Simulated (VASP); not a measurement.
# HfIrO3 (Cmcm) in VASP: single point with r2SCAN+U

Aim: the single point of HfIrO3 with r2SCAN+U.

All numbers are computed with VASP 6.6.1; they aren't measurements. Logs are shortened: lines on timing, memory, paths and dates and some standing lists are left out, and cuts for length are marked.

## (1) The cell of the first run

Symmetry: Cmcm, No. 63, orthorhombic system. The conventional cell has a = 3.048 Å, b = 9.582 Å, c = 7.081 Å, α = 90.00°, β = 90.00°, γ = 90.00°. Hf (site symmetry m2m) has 9 O at 2.27 to 3.11 Å and 2 Ir at 2.98 Å and 2 Hf at 3.05 Å within 3.2 Å. Within 2.5 Å of Ir (site symmetry 2/m) lie 6 O at 1.91 to 1.98 Å. Within 2.5 Å of O (site symmetry m2m) lie 2 Ir at 1.91 Å and 2 Hf at 2.27 Å. O (site symmetry m) has 2 Ir at 1.98 Å and 3 Hf at 2.39 to 2.43 Å and 3 O at 2.53 to 2.66 Å within 2.7 Å.

## (2) Single point, r2SCAN+U

POSCAR

```
HfIrO3
1.0
    3.0480763200      0.0000000000      0.0000000000
    1.5240386600     -4.7909703600      0.0000000000
    0.0000000000      0.0000000000     -7.0806646600
Hf Ir O
2 2 6
Direct
    0.2496000000      0.5008000000      0.7500000000
    0.7504000000      0.4992000000      0.2500000000
    0.0000000000      0.0000000000      0.0000000000
    0.0000000000      0.0000000000      0.5000000000
    0.9251200000      0.1497600000      0.7500000000
    0.0748800000      0.8502400000      0.2500000000
    0.6267300000      0.7465400000      0.9500600000
    0.3732700000      0.2534600000      0.4500600000
    0.3732700000      0.2534600000      0.0499400000
    0.6267300000      0.7465400000      0.5499400000
```

INCAR.step1

```
SYSTEM = HfIrO3
ALGO     = Normal         ! electronic algorithm
EDIFF    = 1E-4           ! SCF threshold, eV
ENCUT    = 520            ! plane-wave cutoff, eV
GGA      = PE             ! functional
ISMEAR   = -1             ! smearing method
LASPH    = .TRUE.         ! aspherical terms in the spheres
LCHARG   = .FALSE.        ! write CHGCAR
LDAU     = .TRUE.         ! DFT+U
LDAUJ    = 0 0 0        
LDAUL    = -1 2 -1        ! shell
LDAUTYPE = 2            
LDAUU    = 0 3.82 0       ! U, eV
LMAXMIX  = 4              ! l up to which the mixer works
LREAL    = .FALSE.        ! projectors in reciprocal space
LWAVE    = .TRUE.         ! write WAVECAR
NBANDS   = 48             ! bands
NELECT   = 75.0         
NELM     = 150            ! most SCF steps
PREC     = Accurate       ! precision mode
SIGMA    = 0.1            ! smearing width, eV
```

INCAR.step2

```
SYSTEM = HfIrO3
ALGO     = Normal         ! electronic algorithm
EDIFF    = 1E-7           ! SCF threshold, eV
ENCUT    = 520            ! plane-wave cutoff, eV
ISIF     = 2              ! what is computed and relaxed
ISMEAR   = -1             ! smearing method
ISTART   = 1            
LASPH    = .TRUE.         ! aspherical terms in the spheres
LCHARG   = .FALSE.        ! write CHGCAR
LDAU     = .TRUE.         ! DFT+U
LDAUJ    = 0 0 0        
LDAUL    = -1 2 -1        ! shell
LDAUPRINT= 1            
LDAUTYPE = 2            
LDAUU    = 0 3.82 0       ! U, eV
LMAXMIX  = 4              ! l up to which the mixer works
LMIXTAU  = .TRUE.       
LREAL    = .FALSE.        ! projectors in reciprocal space
LWAVE    = .FALSE.        ! write WAVECAR
METAGGA  = R2SCAN         ! meta-GGA
NBANDS   = 48             ! bands
NELECT   = 75.0         
NELM     = 150            ! most SCF steps
PREC     = Accurate       ! precision mode
SIGMA    = 0.1            ! smearing width, eV
```

KPOINTS

```
k-points
0
G
  6 6 3
  0 0 0
```

Potentials or basis: VASP PAW PBE potentials, release 64 (Hf_pv, Ir, O).

On the command line:

```console
$ cat potpaw_PBE.64/Hf_pv/POTCAR potpaw_PBE.64/Ir/POTCAR potpaw_PBE.64/O/POTCAR > POTCAR
$ cp INCAR.step1 INCAR
$ mpirun -np 1 vasp_std > vasp.out
$ cp INCAR.step2 INCAR
$ mpirun -np 1 vasp_std > vasp.out
```

OUTCAR:

```text
SYSTEM = HfIrO3
   EDIFF = 1E-7
   ENCUT = 520
   ISIF = 2
   ISMEAR = -1
   ISTART = 1
   LASPH = .TRUE.
   LREAL = .FALSE.
   METAGGA = R2SCAN
   NELECT = 75.0
   NELM = 150
   PREC = Accurate

 ion  position               nearest neighbor table
   1  0.250  0.501  0.750-   5 2.27   5 2.27   7 2.39  10 2.39   7 2.39  10 2.39   9 2.43   8 2.43
                             4 2.98   3 2.98   4 3.35   3 3.35   3 3.35   4 3.35   2 3.85   2 3.85
   2  0.750  0.499  0.250-   6 2.27   6 2.27   8 2.39   9 2.39   9 2.39   8 2.39  10 2.43   7 2.43
                             3 2.98   4 2.98   4 3.35   3 3.35   3 3.35   4 3.35   1 3.85   1 3.85
   3  0.000  0.000  0.000-   5 1.91   6 1.91   7 1.98   9 1.98   9 1.98   7 1.98   2 2.98   1 2.98
                             1 3.35   2 3.35   1 3.35   2 3.35
   4  0.000  0.000  0.500-   5 1.91   6 1.91  10 1.98   8 1.98  10 1.98   8 1.98   2 2.98   1 2.98
                             1 3.35   2 3.35   1 3.35   2 3.35
   5  0.925  0.150  0.750-   3 1.91   4 1.91   1 2.27   1 2.27
   6  0.075  0.850  0.250-   3 1.91   4 1.91   2 2.27   2 2.27
   7  0.627  0.747  0.950-   3 1.98   3 1.98   1 2.39   1 2.39   2 2.43
   8  0.373  0.253  0.450-   4 1.98   4 1.98   2 2.39   2 2.39   1 2.43
   9  0.373  0.253  0.050-   3 1.98   3 1.98   2 2.39   2 2.39   1 2.43
  10  0.627  0.747  0.550-   4 1.98   4 1.98   1 2.39   1 2.39   2 2.43

  LATTYP: Found a base centered orthorhombic cell.
 ALAT       =     3.0480763200
 B/A-ratio  =     3.1436026248
 C/A-ratio  =     2.3229945437

  Lattice vectors:

 A1 = (   1.5240376600,   4.7909703600,   0.0000000000)
 A2 = (   1.5240386600,  -4.7909703600,   0.0000000000)
 A3 = (   0.0000000000,   0.0000000000,  -7.0806646600)

Analysis of symmetry for initial positions (statically):
=====================================================================
 Subroutine PRICEL returns:
 Original cell was already a primitive cell.

 Routine SETGRP: Setting up the symmetry group for a
 base centered orthorhombic supercell.

 Subroutine GETGRP returns: Found  8 space group operations
 (whereof  4 operations were pure point group operations)
 out of a pool of  8 trial point group operations.

The static configuration has the point symmetry C_2h.
 The point group associated with its full space group is D_2h.

Analysis of symmetry for dynamics (positions and initial velocities):
=====================================================================
 Subroutine PRICEL returns:
 Original cell was already a primitive cell.

 Routine SETGRP: Setting up the symmetry group for a
 base centered orthorhombic supercell.

 Subroutine GETGRP returns: Found  8 space group operations
 (whereof  4 operations were pure point group operations)
 out of a pool of  8 trial point group operations.

The dynamic configuration has the point symmetry C_2h.
 The point group associated with its full space group is D_2h.

 Subroutine INISYM returns: Found  8 space group operations
 (whereof  4 operations are pure point group operations),
 and found     1 'primitive' translations

----------------------------------------------------------------------------------------

                                     Primitive cell

  volume of cell :     103.4007

  direct lattice vectors                    reciprocal lattice vectors
     3.048076320  0.000000000  0.000000000     0.328075775  0.104363026  0.000000000
[... 148 lines left out ...]
spin component  1

  0.5637  0.0000  0.0000 -0.1403  0.0000
  0.0000  0.8441  0.1950 -0.0000 -0.0253
  0.0000  0.1950  0.6266 -0.0000  0.0816
 -0.1403 -0.0000 -0.0000  0.9565  0.0000
  0.0000 -0.0253  0.0816  0.0000  0.9526

spin component  2

  0.5637  0.0000  0.0000 -0.1403  0.0000
  0.0000  0.8441  0.1950 -0.0000 -0.0253
  0.0000  0.1950  0.6266 -0.0000  0.0816
 -0.1403 -0.0000 -0.0000  0.9565  0.0000
  0.0000 -0.0253  0.0816  0.0000  0.9526

 occupancies and eigenvectors

  o =  0.4968  v =  0.0000  0.4917 -0.8520  0.0000  0.1798  0.0000  0.0000  0.0000  0.0000  0.0000      0.0000  0.0000  0.0000  0.0000  0.0000  0.0000  0.0000  0.0000  0.0000  0.0000
  o =  0.4968  v =  0.0000  0.0000  0.0000  0.0000  0.0000  0.0000  0.4917 -0.8520  0.0000  0.1798      0.0000  0.0000  0.0000  0.0000  0.0000  0.0000  0.0000  0.0000  0.0000  0.0000
  o =  0.5187  v =  0.9523 -0.0000  0.0000  0.3052 -0.0000  0.0000  0.0000  0.0000  0.0000  0.0000      0.0000  0.0000  0.0000  0.0000  0.0000  0.0000  0.0000  0.0000  0.0000  0.0000
  o =  0.5187  v =  0.0000  0.0000  0.0000  0.0000  0.0000  0.9523 -0.0000  0.0000  0.3052 -0.0000      0.0000  0.0000  0.0000  0.0000  0.0000  0.0000  0.0000  0.0000  0.0000  0.0000
  o =  0.9434  v = -0.0000  0.7356  0.2959  0.0000 -0.6094  0.0000  0.0000  0.0000  0.0000  0.0000      0.0000  0.0000  0.0000  0.0000  0.0000  0.0000  0.0000  0.0000  0.0000  0.0000
  o =  0.9434  v =  0.0000  0.0000  0.0000  0.0000  0.0000 -0.0000  0.7356  0.2959  0.0000 -0.6094      0.0000  0.0000  0.0000  0.0000  0.0000  0.0000  0.0000  0.0000  0.0000  0.0000
  o =  0.9830  v =  0.0000  0.0000  0.0000  0.0000  0.0000 -0.0000  0.4660  0.4319  0.0000  0.7722      0.0000  0.0000  0.0000  0.0000  0.0000  0.0000  0.0000  0.0000  0.0000  0.0000
  o =  0.9830  v = -0.0000  0.4660  0.4319  0.0000  0.7722  0.0000  0.0000  0.0000  0.0000  0.0000      0.0000  0.0000  0.0000  0.0000  0.0000  0.0000  0.0000  0.0000  0.0000  0.0000
  o =  1.0015  v =  0.0000  0.0000  0.0000  0.0000  0.0000 -0.3052 -0.0000 -0.0000  0.9523 -0.0000      0.0000  0.0000  0.0000  0.0000  0.0000  0.0000  0.0000  0.0000  0.0000  0.0000
  o =  1.0015  v = -0.3052 -0.0000 -0.0000  0.9523 -0.0000  0.0000  0.0000  0.0000  0.0000  0.0000      0.0000  0.0000  0.0000  0.0000  0.0000  0.0000  0.0000  0.0000  0.0000  0.0000

atom =   4  type =  2  l = 2

 onsite density matrix

spin component  1

  0.5637 -0.0000  0.0000  0.1403  0.0000
 -0.0000  0.8441 -0.1950 -0.0000  0.0253
  0.0000 -0.1950  0.6266  0.0000  0.0816
  0.1403 -0.0000  0.0000  0.9565 -0.0000
  0.0000  0.0253  0.0816 -0.0000  0.9526

spin component  2

  0.5637 -0.0000  0.0000  0.1403  0.0000
 -0.0000  0.8441 -0.1950 -0.0000  0.0253
  0.0000 -0.1950  0.6266  0.0000  0.0816
  0.1403 -0.0000  0.0000  0.9565 -0.0000
  0.0000  0.0253  0.0816 -0.0000  0.9526

 occupancies and eigenvectors

  o =  0.4968  v =  0.0000 -0.4917 -0.8520 -0.0000  0.1798  0.0000  0.0000  0.0000  0.0000  0.0000      0.0000  0.0000  0.0000  0.0000  0.0000  0.0000  0.0000  0.0000  0.0000  0.0000
  o =  0.4968  v =  0.0000  0.0000  0.0000  0.0000  0.0000  0.0000 -0.4917 -0.8520 -0.0000  0.1798      0.0000  0.0000  0.0000  0.0000  0.0000  0.0000  0.0000  0.0000  0.0000  0.0000
  o =  0.5187  v =  0.9523  0.0000  0.0000 -0.3052 -0.0000  0.0000  0.0000  0.0000  0.0000  0.0000      0.0000  0.0000  0.0000  0.0000  0.0000  0.0000  0.0000  0.0000  0.0000  0.0000
  o =  0.5187  v =  0.0000  0.0000  0.0000  0.0000  0.0000  0.9523  0.0000  0.0000 -0.3052 -0.0000      0.0000  0.0000  0.0000  0.0000  0.0000  0.0000  0.0000  0.0000  0.0000  0.0000
  o =  0.9434  v = -0.0000 -0.7356  0.2959 -0.0000 -0.6094  0.0000  0.0000  0.0000  0.0000  0.0000      0.0000  0.0000  0.0000  0.0000  0.0000  0.0000  0.0000  0.0000  0.0000  0.0000
  o =  0.9434  v =  0.0000  0.0000  0.0000  0.0000  0.0000 -0.0000 -0.7356  0.2959 -0.0000 -0.6094      0.0000  0.0000  0.0000  0.0000  0.0000  0.0000  0.0000  0.0000  0.0000  0.0000
  o =  0.9830  v =  0.0000  0.0000  0.0000  0.0000  0.0000  0.0000  0.4660 -0.4319  0.0000 -0.7722      0.0000  0.0000  0.0000  0.0000  0.0000  0.0000  0.0000  0.0000  0.0000  0.0000
  o =  0.9830  v =  0.0000  0.4660 -0.4319  0.0000 -0.7722  0.0000  0.0000  0.0000  0.0000  0.0000      0.0000  0.0000  0.0000  0.0000  0.0000  0.0000  0.0000  0.0000  0.0000  0.0000
  o =  1.0015  v =  0.0000  0.0000  0.0000  0.0000  0.0000  0.3052 -0.0000  0.0000  0.9523  0.0000      0.0000  0.0000  0.0000  0.0000  0.0000  0.0000  0.0000  0.0000  0.0000  0.0000
  o =  1.0015  v =  0.3052 -0.0000  0.0000  0.9523  0.0000  0.0000  0.0000  0.0000  0.0000  0.0000      0.0000  0.0000  0.0000  0.0000  0.0000  0.0000  0.0000  0.0000  0.0000  0.0000

 number of electron      74.9999998 magnetization

 Free energy of the ion-electron system (eV)
  ---------------------------------------------------
  ext. energy  EPLUGINS =         0.00000000
  ---------------------------------------------------
  free energy    TOTEN  =      -230.78994461 eV

  energy without entropy =     -230.63752712  energy(sigma->0) =     -230.71373587

 E-fermi :   9.8657     XC(G=0): -13.5931

 val. band max:        9.8649011250   @ k =  -0.3333   0.1667   0.0000
 cond. band min:       9.8667480644   @ k =  -0.3333   0.1667   0.3333
 fundamental gap:      0.0018469393
 Fermi energy:         9.8657206963

 k-point     1 :       0.0000    0.0000    0.0000
  band No.  band energies     occupation
      1     -25.2543      2.00000
      2     -25.0836      2.00000
      3     -24.9663      2.00000
      4     -24.9384      2.00000
      5     -24.3288      2.00000
      6     -24.3158      2.00000
[... 1213 lines left out ...]
     47      12.4015      0.00000
     48      12.8909      0.00000

 [... further k-points ...]

------------------------ aborting loop because EDIFF is reached ----------------------------------------

  FORCE on cell =-STRESS in cart. coord.  units (eV):
  Direction    XX          YY          ZZ          XY          YZ          ZX
  --------------------------------------------------------------------------------------
  -------------------------------------------------------------------------------------
  Total       27.7620864     28.4071777     30.5335434     -0.0000030      0.0000000      0.0000000
  in kB      430.1692241    440.1648139    473.1125212     -0.0000459      0.0000000      0.0000000
  external PRESSURE =     447.8155197 kB  Pullay stress =       0.0000000 kB

 VOLUME and BASIS-vectors are now :
 -----------------------------------------------------------------------------
  energy-cutoff  :      520.00
  volume of cell :      103.40
      direct lattice vectors                 reciprocal lattice vectors
     3.048076320  0.000000000  0.000000000     0.328075775  0.104363026  0.000000000
     1.524038660 -4.790970360  0.000000000     0.000000000 -0.208725983  0.000000000
     0.000000000  0.000000000 -7.080664660     0.000000000  0.000000000 -0.141229679

 POSITION                                       TOTAL-FORCE (eV/Angst)
 -----------------------------------------------------------------------------------
      1.52404     -2.39932     -5.31050        -0.000000      0.930730      0.000000
      3.04808     -2.39165     -1.77017         0.000000     -0.930730      0.000000
      0.00000      0.00000      0.00000         0.000000     -0.000000      0.000000
      0.00000      0.00000     -3.54033         0.000000     -0.000000      0.000000
      3.04808     -0.71750     -5.31050         0.000000     -4.123931     -0.000000
      1.52404     -4.07347     -1.77017        -0.000000      4.123931      0.000000
      3.04808     -3.57665     -6.72706        -0.000000      3.795728      0.143522
      1.52404     -1.21432     -3.18672         0.000000     -3.795728      0.143522
      1.52404     -1.21432     -0.35361         0.000000     -3.795728     -0.143522
      3.04808     -3.57665     -3.89394        -0.000000      3.795728     -0.143522
 -----------------------------------------------------------------------------------
    total drift:                                0.000000     -0.000000     -0.000000

  FREE ENERGIE OF THE ION-ELECTRON SYSTEM (eV)
  ---------------------------------------------------
  free  energy   TOTEN  =      -230.7899446128 eV

  energy  without entropy=     -230.6375271247  energy(sigma->0) =     -230.71373587
```

Run time: 5.2 min. Hardware: 1 thread of Intel Xeon Platinum 8559C (Emerald Rapids), shared host; peak memory 0.3 GiB.

What came out:

```yaml
Free_energy: -230.7899 eV
Largest_force: 4.124 eV/Å
```

Forces in eV/Å, atoms in the order of the input:
```
Hf   0.000  0.931  0.000
Hf   0.000 -0.931  0.000
Ir   0.000  0.000  0.000
Ir   0.000  0.000  0.000
O    0.000 -4.124  0.000
O    0.000  4.124  0.000
O    0.000  3.796  0.144
O    0.000 -3.796  0.144
O    0.000 -3.796 -0.144
O    0.000  3.796 -0.144
```

Levels at points of the mesh, in eV from the Fermi level:
| k point | band 36 | band 37 | band 38 | band 39 | band 40 | band 41 |
| --- | --- | --- | --- | --- | --- | --- |
| (0.00, 0.00, 0.00) | -3.02 | -1.42 | -0.51 | 0.07 | 0.44 | 0.45 |
| (0.50, 0.00, 0.00) | -3.01 | 0.02 | 0.51 | 0.73 | 0.92 | 1.26 |
| (0.00, 0.50, 0.00) | -3.11 | -1.84 | -1.18 | 0.87 | 0.90 | 0.95 |

Eigenvalues of the final occupation matrices:
```csv
site,spin,trace,eigenvalues
site 3 d,1,3.94,0.50 0.52 0.94 0.98 1.00
site 3 d,2,3.94,0.50 0.52 0.94 0.98 1.00
site 4 d,1,3.94,0.50 0.52 0.94 0.98 1.00
site 4 d,2,3.94,0.50 0.52 0.94 0.98 1.00
```

Caveat: the k points lie up to 0.36 Å⁻¹ apart, too coarse for converged energies and pressures of a metal; the cell carries a net charge on a neutralising background, which shifts energy and pressure; the cell is charged against a uniform background, so pressure and absolute levels hang on convention; the PAW data sets were made with another functional, which shifts forces and pressure a little; spin-orbit coupling is left out, which moves the levels of the heavy elements; an odd number of electrons without spin polarisation forces a metal; a magnetic or distorted state may lie lower; U without spin polarisation on a metal has little footing.
